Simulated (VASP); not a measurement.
# Ge in VASP: notebook

The runs below take Ge through single point, relaxation of cell and atoms, with PBE.

All numbers are computed with VASP 6.6.1; they aren't measurements. Logs are shortened: lines on timing, memory, paths and dates and some standing lists are left out, and cuts for length are marked.

### Step 1. The cell of the first run

The typed cell holds 4 atoms: a = 4.763 Å, b = 4.763 Å, c = 3.522 Å, α = 90.00°, β = 90.00°, γ = 103.73°.

The cell was generated, and may not be a known phase.

### Step 2. Single point, PBE

INCAR

```
PREC = Accurate
ENCUT = 520
EDIFF = 1E-6
ISMEAR = 0
SIGMA = 0.1
LREAL = F
LASPH = T
NELM = 100
ALGO = Normal
ISIF = 2
LWAVE = F
LCHARG = F
GGA = PE
NBANDS = 36
```

KPOINTS

```
regular mesh
0
Gamma
  4 4 4
```

POSCAR

```
Ge
1.0
    2.9413471581     -3.7467341132      0.0000000000
    2.9413471581      3.7467341132      0.0000000000
    0.0000000000      0.0000000000      3.5221565043
Ge
4
Direct
    0.2491313930      0.2491313930      0.8408959568
    0.7508686070      0.7508686070      0.8408959568
    0.7617071132      0.2382928868      0.3412140432
    0.2382928868      0.7617071132      0.3412140432
```

Potentials or basis: VASP PAW PBE potentials, release 64 (Ge_d).

Command:

```sh
$ cat potpaw_PBE.64/Ge_d/POTCAR > POTCAR
$ mpirun -np 1 vasp_std > vasp.out
```

OUTCAR:

```text
PREC = Accurate
   ENCUT = 520
   EDIFF = 1E-6
   ISMEAR = 0
   LREAL = F
   LASPH = T
   NELM = 100
   ISIF = 2
   GGA = PE

 ion  position               nearest neighbor table
   1  0.249  0.249  0.841-   3 2.90   4 2.90   3 2.91   4 2.91
   2  0.751  0.751  0.841-   3 2.90   4 2.90   3 2.91   4 2.91
   3  0.762  0.238  0.341-   1 2.90   2 2.90   1 2.91   2 2.91
   4  0.238  0.762  0.341-   1 2.90   2 2.90   1 2.91   2 2.91

  LATTYP: Found a base centered orthorhombic cell.
 ALAT       =     5.8826943162
 B/A-ratio  =     1.2738156742
 C/A-ratio  =     0.5987318591

  Lattice vectors:

 A1 = (   2.9413471581,  -3.7467341132,   0.0000000000)
 A2 = (   2.9413471581,   3.7467341132,   0.0000000000)
 A3 = (   0.0000000000,   0.0000000000,   3.5221565043)

Analysis of symmetry for initial positions (statically):
=====================================================================
 Subroutine PRICEL returns:
 Original cell was already a primitive cell.

 Routine SETGRP: Setting up the symmetry group for a
 base centered orthorhombic supercell.

 Subroutine GETGRP returns: Found  4 space group operations
 (whereof  4 operations were pure point group operations)
 out of a pool of  8 trial point group operations.

The static configuration has the point symmetry C_2v.

Analysis of symmetry for dynamics (positions and initial velocities):
=====================================================================
 Subroutine PRICEL returns:
 Original cell was already a primitive cell.

 Routine SETGRP: Setting up the symmetry group for a
 base centered orthorhombic supercell.

 Subroutine GETGRP returns: Found  4 space group operations
 (whereof  4 operations were pure point group operations)
 out of a pool of  8 trial point group operations.

The dynamic configuration has the point symmetry C_2v.

 Subroutine INISYM returns: Found  4 space group operations
 (whereof  4 operations are pure point group operations),
 and found     1 'primitive' translations

----------------------------------------------------------------------------------------

                                     Primitive cell

  volume of cell :      77.6315

  direct lattice vectors                    reciprocal lattice vectors
     2.941347158 -3.746734113  0.000000000     0.169990135 -0.133449555  0.000000000
     2.941347158  3.746734113  0.000000000     0.169990135  0.133449555  0.000000000
     0.000000000  0.000000000  3.522156504     0.000000000  0.000000000  0.283916969

  length of vectors
     4.763353821  4.763353821  3.522156504     0.216114390  0.216114390  0.283916969

  position of ions in fractional coordinates (direct lattice)
     0.249131393  0.249131393  0.840895957
     0.750868607  0.750868607  0.840895957
     0.761707113  0.238292887  0.341214043
     0.238292887  0.761707113  0.341214043

  ion indices of the primitive-cell ions
   primitive index   ion index
                 1           1
                 2           2
                 3           3
                 4           4

----------------------------------------------------------------------------------------

 KPOINTS: regular mesh

Automatic generation of k-mesh.
 Grid dimensions read from file:
 generate k-points for:    4    4    4

 Generating k-lattice:

  Cartesian coordinates                     Fractional coordinates (reciprocal lattice)
     0.042497534 -0.033362389  0.000000000     0.250000000  0.000000000  0.000000000
     0.042497534  0.033362389  0.000000000     0.000000000  0.250000000  0.000000000
     0.000000000  0.000000000  0.070979242     0.000000000  0.000000000  0.250000000

  Length of vectors
     0.054028598  0.054028598  0.070979242

  Shift w.r.t. Gamma in fractional coordinates (k-lattice)
     0.000000000  0.000000000  0.000000000

 Subroutine IBZKPT returns following result:
 ===========================================

 Found     21 irreducible k-points:

 Following reciprocal coordinates:
            Coordinates               Weight
  0.000000  0.000000  0.000000      1.000000
  0.250000  0.000000  0.000000      4.000000
  0.500000  0.000000  0.000000      2.000000
  0.250000  0.250000  0.000000      2.000000
  0.500000  0.250000  0.000000      4.000000
 -0.250000  0.250000  0.000000      2.000000
[... 13 lines left out ...]
 -0.250000  0.250000  0.500000      2.000000
  0.500000  0.500000  0.500000      1.000000
   k-points           NKPTS =     21   k-points in BZ     NKDIM =     21   number of bands    NBANDS=     36
   number of dos      NEDOS =    301   number of ions     NIONS =      4
   total plane-waves  NPLWV =  36288
   dimension x,y,z NGX =    36 NGY =   36 NGZ =   28
   dimension x,y,z NGXF=    72 NGYF=   72 NGZF=   56
   ions per type =               4
   NGX,Y,Z   is equivalent  to a cutoff of  12.56, 12.56, 13.22 a.u.
   NGXF,Y,Z  is equivalent  to a cutoff of  25.13, 25.13, 26.43 a.u.
 SYSTEM =  unknown system
   PREC   = accura    normal or accurate (medium, high low for compatibility)
   ISTART =      0    job   : 0-new  1-cont  2-samecut
   ICHARG =      2    charge: 1-file 2-atom 10-const
   ISPIN  =      1    spin polarized calculation?
   LNONCOLLINEAR =      F non collinear calculations
   LSORBIT =      F    spin-orbit coupling
   LASPH  =      T    aspherical Exc in radial PAW
   ENCUT  =  520.0 eV  38.22 Ry    6.18 a.u.   8.86  8.86  6.55*2*pi/ulx,y,z
   NELM   =    100;   NELMIN=  2; NELMDL= -5     # of ELM steps
   EDIFF  = 0.1E-05   stopping-criterion for ELM
   LREAL  =      F    real-space projection
   EDIFFG = 0.1E-04   stopping-criterion for IOM
   NSW    =      0    number of steps for IOM
   IBRION =     -1    ionic relax: 0-MD 1-quasi-New 2-CG
   NFREE  =      0    steps in history (QN), initial steepest desc. (CG)
   ISIF   =      2    stress and relaxation
   ISYM   =      2    0-nonsym 1-usesym 2-fastsym
   POTIM  = 0.5000    time-step for ionic-motion
   TEBEG  =    0.0;   TEEND  =   0.0 temperature during run
   PSTRESS=    0.0 pullay stress
   NELECT =      56.0000    total number of electrons
   NUPDOWN=      -1.0000    fix difference up-down
   EMIN   =  10.00;   EMAX   =-10.00  energy-range for DOS
   EFERMI =   0.00;   METHOD = LEGACY
   ISMEAR =     0;   SIGMA  =   0.10  broadening in eV -4-tet -1-fermi 0-gaus
   EFERMI_NEDOS =   21; number of points for ismear=-14 and -15
   IALGO  =     38    algorithm
   IMIX   =      4    mixing-type and parameters
     AMIX     =   0.40;   BMIX     =  1.00
     AMIX_MAG =   1.60;   BMIX_MAG =  1.00
  volume/ion in A,a.u.               =      19.41       130.97
  Fermi-wavevector in a.u.,A,eV,Ry     =   1.468221  2.774536 29.329729  2.155674
  Thomas-Fermi vector in A             =   2.583745
   LORBIT       =      0    0 simple, 1 ext, 2 COOP (PROOUT), +10 PAW based schemes
   GGA     = PE    functional components
   LHFCALC =     F    Hartree Fock is set to
   AEXX    =    0.0000 exact exchange contribution
   IVDW    =     0    specifies the selected vdW correction
   LEPSILON=     F    determine dielectric tensor
   LRPA    =     F    only Hartree local field effects (RPA)
 non-spin polarized calculation
 Gauss-broadening in eV      SIGMA  =   0.10
  energy-cutoff  :      520.00
  volume of cell :       77.63
 maximum number of plane-waves:      2108
   NGX = 17   NGY = 17   NGZ = 13

 number of electron      56.0000005 magnetization

 Free energy of the ion-electron system (eV)
  ---------------------------------------------------
  ext. energy  EPLUGINS =         0.00000000
  ---------------------------------------------------
  free energy    TOTEN  =       -16.85816504 eV

  energy without entropy =      -16.84780265  energy(sigma->0) =      -16.85298385

 E-fermi :   6.6987     XC(G=0): -11.1445

 val. band max:        6.6758905907   @ k =   0.5000   0.2500   0.2500
 cond. band min:       6.8087106184   @ k =   0.5000   0.0000   0.0000
 fundamental gap:      0.1328200277
 Fermi energy:         6.6986633521

 k-point     1 :       0.0000    0.0000    0.0000
  band No.  band energies     occupation
      1     -18.3117      2.00000
      2     -18.2959      2.00000
      3     -18.2934      2.00000
      4     -18.2784      2.00000
      5     -18.2634      2.00000
      6     -18.2610      2.00000
[... 28 lines left out ...]
     35      13.7296      0.00000
     36      14.1197      0.00000

 k-point     2 :       0.2500    0.0000    0.0000
  band No.  band energies     occupation
      1     -18.2926      2.00000
      2     -18.2892      2.00000
      3     -18.2746      2.00000
      4     -18.2710      2.00000
      5     -18.2573      2.00000
      6     -18.2547      2.00000
[... 28 lines left out ...]
     35      13.1204      0.00000
     36      13.1758      0.00000

 k-point     3 :       0.5000    0.0000    0.0000
  band No.  band energies     occupation
      1     -18.2793      2.00000
      2     -18.2723      2.00000
      3     -18.2576      2.00000
      4     -18.2525      2.00000
      5     -18.2495      2.00000
      6     -18.2430      2.00000
[... 28 lines left out ...]
     35      12.8588      0.00000
     36      13.0517      0.00000

 k-point     4 :       0.2500    0.2500    0.0000
  band No.  band energies     occupation
      1     -18.2672      2.00000
      2     -18.2646      2.00000
      3     -18.2580      2.00000
      4     -18.2555      2.00000
      5     -18.2523      2.00000
      6     -18.2517      2.00000
[... 28 lines left out ...]
     35      12.2164      0.00000
     36      12.8467      0.00000

 k-point     5 :       0.5000    0.2500    0.0000
  band No.  band energies     occupation
      1     -18.2764      2.00000
      2     -18.2651      2.00000
      3     -18.2565      2.00000
      4     -18.2536      2.00000
      5     -18.2428      2.00000
      6     -18.2359      2.00000
[... 538 lines left out ...]
 k-point    19 :       0.5000    0.2500    0.5000
  band No.  band energies     occupation
      1     -18.2876      2.00000
      2     -18.2868      2.00000
      3     -18.2601      2.00000
      4     -18.2594      2.00000
      5     -18.2584      2.00000
      6     -18.2564      2.00000
[... 28 lines left out ...]
     35      13.5964      0.00000
     36      13.7502      0.00000

 k-point    20 :      -0.2500    0.2500    0.5000
  band No.  band energies     occupation
      1     -18.2802      2.00000
      2     -18.2785      2.00000
      3     -18.2733      2.00000
      4     -18.2724      2.00000
      5     -18.2574      2.00000
      6     -18.2569      2.00000
[... 28 lines left out ...]
     35      12.9126      0.00000
     36      12.9494      0.00000

 k-point    21 :       0.5000    0.5000    0.5000
  band No.  band energies     occupation
      1     -18.2998      2.00000
      2     -18.2982      2.00000
      3     -18.2741      2.00000
      4     -18.2717      2.00000
      5     -18.2692      2.00000
      6     -18.2675      2.00000
[... 28 lines left out ...]
     35      14.0858      0.00000
     36      14.4127      0.00000

------------------------ aborting loop because EDIFF is reached ----------------------------------------

  FORCE on cell =-STRESS in cart. coord.  units (eV):
  Direction    XX          YY          ZZ          XY          YZ          ZX
  --------------------------------------------------------------------------------------
  -------------------------------------------------------------------------------------
  Total        0.1455161      0.1190982     -0.0157084      0.0000000      0.0000000      0.0000000
  in kB        3.0031967      2.4579780     -0.3241945      0.0000000      0.0000000      0.0000000
  external PRESSURE =       1.7123267 kB  Pullay stress =       0.0000000 kB

 VOLUME and BASIS-vectors are now :
 -----------------------------------------------------------------------------
  energy-cutoff  :      520.00
  volume of cell :       77.63
      direct lattice vectors                 reciprocal lattice vectors
     2.941347158 -3.746734113  0.000000000     0.169990135 -0.133449555  0.000000000
     2.941347158  3.746734113  0.000000000     0.169990135  0.133449555  0.000000000
     0.000000000  0.000000000  3.522156504     0.000000000  0.000000000  0.283916969

 POSITION                                       TOTAL-FORCE (eV/Angst)
 -----------------------------------------------------------------------------------
      1.46556      0.00000      2.96177         0.008906      0.000000      0.003766
      4.41713      0.00000      2.96177        -0.008906      0.000000      0.003766
      2.94135     -1.96109      1.20181         0.000000      0.001691     -0.003766
      2.94135      1.96109      1.20181         0.000000     -0.001691     -0.003766
 -----------------------------------------------------------------------------------
    total drift:                                0.000000     -0.000000      0.002098

  FREE ENERGIE OF THE ION-ELECTRON SYSTEM (eV)
  ---------------------------------------------------
  free  energy   TOTEN  =       -16.8581650395 eV

  energy  without entropy=      -16.8478026515  energy(sigma->0) =      -16.85298385
```

It took 20 s on 1 thread of Intel Xeon 6975P-C (Granite Rapids), shared host; peak memory 0.19 GiB.

What came out:

```
Free energy            : -16.8582 eV
Pressure               : 0.2 GPa
Largest force          : 0.010 eV/Å
Band gap on the k mesh : zero (bands 28 and 29 overlap by 2.56 eV)
```

Forces in eV/Å, atoms in the order of the input:
```
Ge   0.009  0.000  0.004
Ge  -0.009  0.000  0.004
Ge   0.000  0.002 -0.004
Ge   0.000 -0.002 -0.004
```

Stress tensor (GPa, compression positive):
```
 0.30  0.00  0.00
 0.00  0.25  0.00
 0.00  0.00 -0.03
```

Caveat: the k points lie up to 0.45 Å⁻¹ apart, too coarse for converged energies and pressures of a metal.

### Step 3. Single point, PBE

This run uses another cell than the first one, of 19.35 Å³/atom.

INCAR

```
SYSTEM = Ge
  PREC = Accurate
  ENCUT = 520
  EDIFF = 1E-6
  ISMEAR = 0
  SIGMA = 0.1
  LREAL = .FALSE.
  LASPH = .TRUE.
  NELM = 100
  ALGO = Normal
  ISIF = 2
  LWAVE = .FALSE.
  LCHARG = .FALSE.
  GGA = PE
  NBANDS = 36
```

KPOINTS

```
regular mesh
0
G
  4 4 6
  0 0 0
```

POSCAR

```
Ge
1.0
    3.0655618674     -3.8351959115      0.0000000000
    3.0655618674      3.8351959115      0.0000000000
    0.0000000000      0.0000000000      3.2916380725
Ge
4
Direct
    0.2502428475      0.2502428475      0.0000000000
    0.7497571525      0.7497571525      0.0000000000
    0.7511517049      0.2488482951      0.5000000000
    0.2488482951      0.7511517049      0.5000000000
```

Potentials or basis: VASP PAW PBE potentials, release 64 (Ge_d).

Command:

```sh
$ cat potpaw_PBE.64/Ge_d/POTCAR > POTCAR
$ mpirun -np 1 vasp_std > vasp.out
```

It took 22 s on 1 thread of Intel Xeon 6975P-C (Granite Rapids), shared host; peak memory 0.21 GiB.

The run converged. Its results:

| Property | Result |
| --- | --- |
| Free energy | -16.8569 eV |
| Pressure | -0.1 GPa |
| Largest force | 0.013 eV/Å |
| Band gap on the k mesh | zero (bands 28 and 29 overlap by 2.93 eV) |

Forces in eV/Å, atoms in the order of the input:
```
Ge   0.010  0.000  0.000
Ge  -0.010  0.000  0.000
Ge   0.000  0.013  0.000
Ge   0.000 -0.013  0.000
```

Stress tensor (GPa, compression positive):
```
-0.36  0.00  0.00
 0.00  0.08  0.00
 0.00  0.00 -0.11
```

Levels at points of the mesh, in eV from the Fermi level:
```csv
k point,band 24,band 25,band 26,band 27,band 28,band 29,band 30,band 31,band 32,band 33
"(0.00, 0.00, 0.00)",-5.36,-5.36,-4.07,-2.92,0.08,1.91,4.22,4.73,4.73,5.95
"(0.50, 0.00, 0.00)",-6.75,-3.08,-3.06,1.61,1.64,1.69,1.72,2.28,2.31,5.92
"(0.50, 0.50, 0.00)",-9.18,0.66,0.66,1.13,1.13,2.67,2.67,3.44,3.44,3.89
"(0.00, 0.00, 0.50)",-5.68,-2.43,-2.43,-1.85,-1.85,-1.08,-1.08,0.63,0.63,0.87
"(0.50, 0.00, 0.50)",-8.24,-2.60,-2.59,-2.57,-2.57,0.32,0.33,0.33,0.34,4.84
"(0.50, 0.50, 0.50)",-6.57,-5.58,-5.58,-4.81,-4.81,2.90,2.90,4.12,4.12,5.88
```

(Part 1 of 2 ends here.)

The gap in the log of VASP goes by the Fermi energy; the results here count the filled bands.